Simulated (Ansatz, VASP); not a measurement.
## RbRu2 in VASP and in Ansatz

The input INCAR:

```
SYSTEM = RbRu2
PREC     = Accurate       ! precision mode
ENCUT    = 600            ! plane-wave cutoff, eV
EDIFF    = 1E-6           ! SCF threshold, eV
ISMEAR   = 0              ! smearing method
SIGMA    = 0.1            ! smearing width, eV
LREAL    = .FALSE.        ! projectors in reciprocal space
LASPH    = .TRUE.         ! aspherical terms in the spheres
NELM     = 80             ! most SCF steps
ALGO     = Normal         ! electronic algorithm
ISIF     = 3              ! what is computed and relaxed
LWAVE    = .FALSE.        ! write WAVECAR
LCHARG   = .FALSE.        ! write CHGCAR
GGA      = PE             ! functional
IBRION   = 2              ! ionic algorithm
NSW      = 90             ! ionic steps
EDIFFG   = -0.04          ! ionic threshold
```

File KPOINTS:

```
regular mesh
0
G
  6 6 2
  0 0 0
```

The input POSCAR:

```
RbRu2
1.0
    3.5508794900      0.0000000000      0.0000000000
   -1.7754397400      3.0751518400      0.0000000000
    0.0000000000      0.0000000000      7.5345754800
Rb Ru
1 2
Direct
    0.0000000000      0.0000000000      0.0000000000
    0.3333333300      0.6666666700      0.3703985600
    0.6666666700      0.3333333300      0.6296014400
```

Input for Ansatz:

```yaml
crystal:
  lattice:
    - [3.55087949, 0.0, 0.0]
    - [-1.77543974, 3.07515184, 0.0]
    - [0.0, 0.0, 7.53457548]
  atoms:
    - { symbol: Rb, position: [0.0, 0.0, 0.0] }
    - { symbol: Ru, position: [0.33333333, 0.66666667, 0.37039856] }
    - { symbol: Ru, position: [0.66666667, 0.33333333, 0.62960144] }
basis:
  ecutwfc: 420
kpoints:
  mp_grid: { grid: [6, 6, 2] }
hamiltonian:
  xc: pbe
scf:
  occupations: { method: gaussian, width: 0.1 }
  lower_state_search: "off"
output:
  forces: true
  stress: true
  eigenvalues: true
relax:
  adjacent_minimum: "off"
  f_tol: 0.04
  max_steps: 70
  cell: { stress_tol: 0.4 }
```

Alike in both runs: task relaxation of cell and atoms; functional PBE; k mesh 6 × 6 × 2; occupations gaussian, width 0.1 eV; no spin polarisation.

|  | VASP | Ansatz |
| --- | --- | --- |
| version | VASP 6.6.1 | Ansatz 0.2.0 |
| potentials or method | VASP PAW PBE potentials, release 64 (Rb_sv, Ru_pv), cutoff 600 eV | scalar-relativistic, plane waves, PAW |
| valence electrons in the cell | 37 | 41 |

```csv
,VASP,Ansatz,Ansatz less VASP
"gap on the k mesh at the Fermi level, each at its own relaxed structure (eV)",none,none,-
relaxed volume (Å³/atom),19.53,27.12,+7.591
relaxed cell length with the largest relative difference (Å),2.910,3.797,+0.8875
```

A gap of «none» marks a metal or a gap that the smearing closes. One of these differences is far larger than is usual between the two programs; its cause wasn't traced. VASP's potentials hold 37 valence electrons a cell and Ansatz's 41, so a difference there can come from the potentials and not from the codes.

The k mesh is coarse, so the values compare programs but aren't converged. Noted on VASP's run: the volume moved by over 15 % at a fixed basis, so the end points are rough.
